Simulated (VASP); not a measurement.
# BN (P6_3/mmc) in VASP: notebook, part 2 of 2

VASP 6.6.1. The steps go on from the part before.

### Step 3. Single point, PBEsol (volume 10.005 Å^3 an atom, c/a of the conventional cell 2.7425)

File INCAR:

```
  PREC = Accurate
  ENCUT = 520
  EDIFF = 1E-7
  ISMEAR = 0
  SIGMA = 0.05
  LREAL = F
  LASPH = T
  NELM = 60
  ALGO = Normal
  ISIF = 2
  LWAVE = F
  LCHARG = F
  GGA = PS
  NBANDS = 16
```

File KPOINTS:

```
Automatic mesh
0
Gamma
  12 12 4
```

File POSCAR:

```
BN
1.0
    2.5636964703      0.0000000000      0.0000000000
   -1.2818482352      2.2202262709      0.0000000000
    0.0000000000      0.0000000000      7.0309375698
B N
2 2
Direct
    0.3333333333      0.6666666667      0.2500000000
    0.6666666667      0.3333333333      0.7500000000
    0.3333333333      0.6666666667      0.7500000000
    0.6666666667      0.3333333333      0.2500000000
```

Potentials or basis: VASP PAW PBE potentials, release 64 (B, N).

Started as:

```
$ cat potpaw_PBE.64/B/POTCAR potpaw_PBE.64/N/POTCAR > POTCAR
$ mpirun -np 1 vasp_std > vasp.out
```

OUTCAR:

```text
PREC = Accurate
   ENCUT = 520
   EDIFF = 1E-7
   ISMEAR = 0
   LREAL = F
   LASPH = T
   NELM = 60
   ISIF = 2
   GGA = PS

 ion  position               nearest neighbor table
   1  0.333  0.667  0.250-   4 1.48   4 1.48   4 1.48
   2  0.667  0.333  0.750-   3 1.48   3 1.48   3 1.48
   3  0.333  0.667  0.750-   2 1.48   2 1.48   2 1.48
   4  0.667  0.333  0.250-   1 1.48   1 1.48   1 1.48

  LATTYP: Found a hexagonal cell.
 ALAT       =     2.5636964703
 C/A-ratio  =     2.7425000000

  Lattice vectors:

 A1 = (   2.5636964703,   0.0000000000,   0.0000000000)
 A2 = (  -1.2818482352,   2.2202262709,   0.0000000000)
 A3 = (   0.0000000000,   0.0000000000,   7.0309375698)

Analysis of symmetry for initial positions (statically):
=====================================================================
 Subroutine PRICEL returns:
 Original cell was already a primitive cell.

 Routine SETGRP: Setting up the symmetry group for a
 hexagonal supercell.

 Subroutine GETGRP returns: Found 24 space group operations
 (whereof 12 operations were pure point group operations)
 out of a pool of 24 trial point group operations.

The static configuration has the point symmetry D_3d.
 The point group associated with its full space group is D_6h.

Analysis of symmetry for dynamics (positions and initial velocities):
=====================================================================
 Subroutine PRICEL returns:
 Original cell was already a primitive cell.

 Routine SETGRP: Setting up the symmetry group for a
 hexagonal supercell.

 Subroutine GETGRP returns: Found 24 space group operations
 (whereof 12 operations were pure point group operations)
 out of a pool of 24 trial point group operations.

The dynamic configuration has the point symmetry D_3d.
 The point group associated with its full space group is D_6h.

 Subroutine INISYM returns: Found 24 space group operations
[... 122 lines left out ...]
  volume/ion in A,a.u.               =      10.00        67.52
  Fermi-wavevector in a.u.,A,eV,Ry     =   1.206024  2.279054 19.789577  1.454493
  Thomas-Fermi vector in A             =   2.341703
   LORBIT       =      0    0 simple, 1 ext, 2 COOP (PROOUT), +10 PAW based schemes
   GGA     = PS    functional components
   LHFCALC =     F    Hartree Fock is set to
   AEXX    =    0.0000 exact exchange contribution
   IVDW    =     0    specifies the selected vdW correction
   LEPSILON=     F    determine dielectric tensor
   LRPA    =     F    only Hartree local field effects (RPA)
 non-spin polarized calculation
 Gauss-broadening in eV      SIGMA  =   0.05
  energy-cutoff  :      520.00
  volume of cell :       40.02
 maximum number of plane-waves:      1095
 NGX is ok and might be reduce to    20
   NGX =  9   NGY =  9   NGZ = 27

 number of electron      16.0000001 magnetization

 Free energy of the ion-electron system (eV)
  ---------------------------------------------------
  ext. energy  EPLUGINS =         0.00000000
  ---------------------------------------------------
  free energy    TOTEN  =       -36.44877686 eV

  energy without entropy =      -36.44877686  energy(sigma->0) =      -36.44877686

 E-fermi :   1.7482     XC(G=0):  -9.7792

 val. band max:        1.4634069779   @ k =   0.3333   0.3333   0.5000
 cond. band min:       5.6046232897   @ k =   0.5000   0.0000   0.0000
 fundamental gap:      4.1412163118
 Fermi energy:         1.7481657205

 k-point     1 :       0.0000    0.0000    0.0000
  band No.  band energies     occupation
      1     -15.8362      2.00000
      2     -15.6376      2.00000
      3      -4.2552      2.00000
      4      -2.5741      2.00000
      5       0.0793      2.00000
      6       0.0793      2.00000
[... 433 lines left out ...]
      3      -5.2651      2.00000
      4      -5.2285      2.00000
      5      -2.0322      2.00000
      6      -2.0035      2.00000
[... 8 lines left out ...]
     15      17.1165      0.00000
     16      18.9500      0.00000

 [... further k-points ...]

------------------------ aborting loop because EDIFF is reached ----------------------------------------

  FORCE on cell =-STRESS in cart. coord.  units (eV):
  Direction    XX          YY          ZZ          XY          YZ          ZX
  --------------------------------------------------------------------------------------
  -------------------------------------------------------------------------------------
  Total       -5.2967785     -5.2967785     -0.0483787      0.0000000      0.0000000      0.0000000
  in kB     -212.0534335   -212.0534335     -1.9368118      0.0000000      0.0000000      0.0000000
  external PRESSURE =    -142.0145596 kB  Pullay stress =       0.0000000 kB

 VOLUME and BASIS-vectors are now :
 -----------------------------------------------------------------------------
  energy-cutoff  :      520.00
  volume of cell :       40.02
      direct lattice vectors                 reciprocal lattice vectors
     2.563696470  0.000000000  0.000000000     0.390061777  0.225202272  0.000000000
    -1.281848235  2.220226271  0.000000000     0.000000000  0.450404543  0.000000000
     0.000000000  0.000000000  7.030937570     0.000000000  0.000000000  0.142228542

 POSITION                                       TOTAL-FORCE (eV/Angst)
 -----------------------------------------------------------------------------------
     -0.00000      1.48015      1.75773         0.000000      0.000000      0.000000
      1.28185      0.74008      5.27320        -0.000000      0.000000      0.000000
     -0.00000      1.48015      5.27320        -0.000000     -0.000000      0.000000
      1.28185      0.74008      1.75773         0.000000      0.000000      0.000000
 -----------------------------------------------------------------------------------
    total drift:                                0.000000     -0.000000      0.000000

  FREE ENERGIE OF THE ION-ELECTRON SYSTEM (eV)
  ---------------------------------------------------
  free  energy   TOTEN  =       -36.4487768576 eV

  energy  without entropy=      -36.4487768576  energy(sigma->0) =      -36.44877686
```

It took 23 s on 1 thread of Intel Xeon Platinum 8559C (Emerald Rapids), shared host; peak memory 0.16 GiB.

Results:

* Free energy: -36.4488 eV
* Pressure: -14.2 GPa
* Band gap on the k mesh: 4.14 eV, indirect (least direct gap 4.42 eV)

Caveat: the PAW data sets were made with another functional, which shifts forces and pressure a little; this functional lacks dispersion, which binds the layers, so the pressure and a relaxed spacing across them are unreliable. A k mesh can miss the band edges.

### Step 4. Single point, PBEsol (volume 10.005 Å^3 an atom, c/a of the conventional cell 2.4903)

File INCAR:

```
  ALGO = Normal
  EDIFF = 1E-6
  ENCUT = 520
  GGA = PS
  ISIF = 2
  ISMEAR = 0
  LASPH = True
  LCHARG = True
  LELF = True
  LREAL = False
  LVHAR = True
  LWAVE = False
  NBANDS = 16
  NELM = 80
  PREC = Accurate
  SIGMA = 0.05
```

File KPOINTS:

```
k-points
0
Gamma
  12 12 4
```

File POSCAR:

```
BN
1.0
    2.6474733352      0.0000000000      0.0000000000
   -1.3237366676      2.2927791641      0.0000000000
    0.0000000000      0.0000000000      6.5930028466
B N
2 2
Direct
    0.3333333333      0.6666666667      0.2500000000
    0.6666666667      0.3333333333      0.7500000000
    0.3333333333      0.6666666667      0.7500000000
    0.6666666667      0.3333333333      0.2500000000
```

Started as:

```
$ cat potpaw_PBE.64/B/POTCAR potpaw_PBE.64/N/POTCAR > POTCAR
$ mpirun -np 1 vasp_std > vasp.out
```

It took 26 s on 1 thread of Intel Xeon Platinum 8559C (Emerald Rapids), shared host; peak memory 0.16 GiB.

Results (log left out):

| Quantity | Value |
| --- | --- |
| Free energy | -35.8941 eV |
| Pressure | -31.1 GPa |
| Band gap on the k mesh | 3.84 eV, indirect (least direct gap 4.14 eV) |

Stress tensor (GPa, compression positive):
```
-46.88   0.00   0.00
  0.00 -46.88   0.00
  0.00   0.00   0.51
```

Levels at points of the mesh, in eV from the valence-band top:
```tsv
k point	band 6	band 7	band 8	band 9	band 10	band 11
(0.00, 0.00, 0.00)	-1.52	-1.47	-1.47	4.89	9.45	9.48
(0.50, 0.00, 0.00)	-3.85	-1.43	-0.30	3.84	5.22	7.92
(0.00, 0.00, 0.50)	-1.49	-1.49	-1.49	7.03	7.03	10.19
(0.50, 0.00, 0.50)	-3.89	-0.83	-0.83	4.26	4.26	8.15
```

Caveat: the PAW data sets were made with another functional, which shifts forces and pressure a little; this functional lacks dispersion, which binds the layers, so the pressure and a relaxed spacing across them are unreliable.

### Step 5. Single point, PBEsol (volume 10.005 Å^3 an atom, c/a of the conventional cell 3.0202)

File INCAR:

```
SYSTEM = BN
PREC     = Accurate       ! precision mode
ENCUT    = 520            ! plane-wave cutoff, eV
EDIFF    = 1E-6           ! SCF threshold, eV
ISMEAR   = 0              ! smearing method
SIGMA    = 0.05           ! smearing width, eV
LREAL    = .FALSE.        ! projectors in reciprocal space
LASPH    = .TRUE.         ! aspherical terms in the spheres
NELM     = 60             ! most SCF steps
ALGO     = Normal         ! electronic algorithm
ISIF     = 2              ! what is computed and relaxed
LWAVE    = .FALSE.        ! write WAVECAR
LCHARG   = .FALSE.        ! write CHGCAR
GGA      = PS             ! functional
NBANDS   = 16             ! bands
```

File KPOINTS:

```
Automatic mesh
0
G
  12 12 4
  0 0 0
```

File POSCAR:

```
BN
1.0
    2.4825818909      0.0000000000      0.0000000000
   -1.2412909455      2.1499789845      0.0000000000
    0.0000000000      0.0000000000      7.4978938270
B N
2 2
Direct
    0.3333333333      0.6666666667      0.2500000000
    0.6666666667      0.3333333333      0.7500000000
    0.3333333333      0.6666666667      0.7500000000
    0.6666666667      0.3333333333      0.2500000000
```

Started as:

```
$ cat potpaw_PBE.64/B/POTCAR potpaw_PBE.64/N/POTCAR > POTCAR
$ mpirun -np 1 vasp_std > vasp.out
```

Wall time 23 s (1 thread of Intel Xeon Platinum 8559C (Emerald Rapids), shared host); peak memory 0.15 GiB.

The run converged. Its results:

* Free energy: -36.5468 eV
* Pressure: 5.9 GPa
* Band gap on the k mesh: 4.41 eV, indirect (least direct gap 4.68 eV)

Stress tensor (GPa, compression positive):
```
 9.10  0.00  0.00
 0.00  9.10  0.00
 0.00  0.00 -0.43
```

Levels at points of the mesh, in eV from the valence-band top:
```
           k point  band 6  band 7  band 8  band 9  band 10  band 11
(0.00, 0.00, 0.00)   -1.28   -1.27   -1.27    4.51     8.78    11.60
(0.50, 0.00, 0.00)   -4.15   -1.20   -0.70    4.41     5.22     9.64
(0.00, 0.00, 0.50)   -1.28   -1.28   -1.28    6.28     6.28    11.77
(0.50, 0.00, 0.50)   -4.16   -0.95   -0.95    4.74     4.74    10.03
```

Caveat: the PAW data sets were made with another functional, which shifts forces and pressure a little; this functional lacks dispersion, which binds the layers, so the pressure and a relaxed spacing across them are unreliable. A k mesh can miss the band edges.

### Step 6. Single point, PBEsol (volume 10.005 Å^3 an atom, c/a of the conventional cell 2.8780)

File INCAR:

```
  ALGO = Normal
  EDIFF = 1E-6
  ENCUT = 520
  GGA = PS
  ISIF = 2
  ISMEAR = 0
  LASPH = True
  LCHARG = True
  LELF = True
  LREAL = False
  LVHAR = True
  LWAVE = False
  NBANDS = 16
  NELM = 80
  PREC = Accurate
  SIGMA = 0.05
```

File KPOINTS:

```
k-points
0
Gamma
  12 12 4
```

File POSCAR:

```
BN
1.0
    2.5228139339      0.0000000000      0.0000000000
   -1.2614069670      2.1848209557      0.0000000000
    0.0000000000      0.0000000000      7.2606585017
B N
2 2
Direct
    0.3333333333      0.6666666667      0.2500000000
    0.6666666667      0.3333333333      0.7500000000
    0.3333333333      0.6666666667      0.7500000000
    0.6666666667      0.3333333333      0.2500000000
```

Potentials or basis: VASP PAW PBE potentials, release 64 (B, N).

Started as:

```
$ cat potpaw_PBE.64/B/POTCAR potpaw_PBE.64/N/POTCAR > POTCAR
$ mpirun -np 1 vasp_std > vasp.out
```

It took 28 s on 1 thread of Intel Xeon Platinum 8559C (Emerald Rapids), shared host; peak memory 0.16 GiB.

It converged, with:

```yaml
Free_energy: -36.5591 eV
Pressure: -4.5 GPa
Band_gap_on_the_k_mesh: 4.28 eV, indirect (least direct gap 4.55 eV)
```

Stress tensor (GPa, compression positive):
```
-6.64  0.00  0.00
 0.00 -6.64  0.00
 0.00  0.00 -0.35
```

Levels at points of the mesh, in eV from the valence-band top:
| k point | band 4 | band 5 | band 6 | band 7 | band 8 | band 9 | band 10 | band 11 | band 12 | band 13 |
| --- | --- | --- | --- | --- | --- | --- | --- | --- | --- | --- |
| (0.00, 0.00, 0.00) | -4.44 | -1.34 | -1.34 | -1.32 | -1.32 | 4.64 | 9.09 | 11.28 | 11.34 | 11.34 |
| (0.50, 0.00, 0.00) | -8.79 | -4.10 | -4.07 | -1.22 | -0.59 | 4.28 | 5.22 | 9.21 | 9.69 | 12.11 |
| (0.00, 0.00, 0.50) | -5.20 | -1.33 | -1.33 | -1.33 | -1.33 | 6.54 | 6.54 | 11.37 | 11.37 | 11.37 |
| (0.50, 0.00, 0.50) | -8.81 | -4.08 | -4.08 | -0.90 | -0.90 | 4.63 | 4.63 | 9.56 | 9.56 | 12.87 |

Caveat: the PAW data sets were made with another functional, which shifts forces and pressure a little; this functional lacks dispersion, which binds the layers, so the pressure and a relaxed spacing across them are unreliable. A k mesh can miss the band edges.

### Step 7. The runs side by side

```csv
cell,gap on the mesh (eV),pressure (GPa)
"a = 2.605, b = 2.605, c = 6.808 Å, angles 90.0, 90.0, 120.0°, 4 atoms",4.01,-23.0
"a = 2.564, b = 2.564, c = 7.031 Å, angles 90.0, 90.0, 120.0°, 4 atoms",4.14,-14.2
"a = 2.647, b = 2.647, c = 6.593 Å, angles 90.0, 90.0, 120.0°, 4 atoms",3.84,-31.1
"a = 2.483, b = 2.483, c = 7.498 Å, angles 90.0, 90.0, 120.0°, 4 atoms",4.41,5.9
"a = 2.523, b = 2.523, c = 7.261 Å, angles 90.0, 90.0, 120.0°, 4 atoms",4.28,-4.5
```

Alike in all rows: task single point; level PBEsol; potentials or basis VASP PAW PBE potentials, release 64 (B, N); no spin polarisation; k mesh 12 × 12 × 4; cutoff (eV) 520; smearing gaussian 0.05 eV.

Caveats: the PAW data sets were made with another functional, which shifts forces and pressure a little; this functional lacks dispersion, which binds the layers, so the pressure and a relaxed spacing across them are unreliable.

Absolute energies hang on the potentials; compare differences alone.
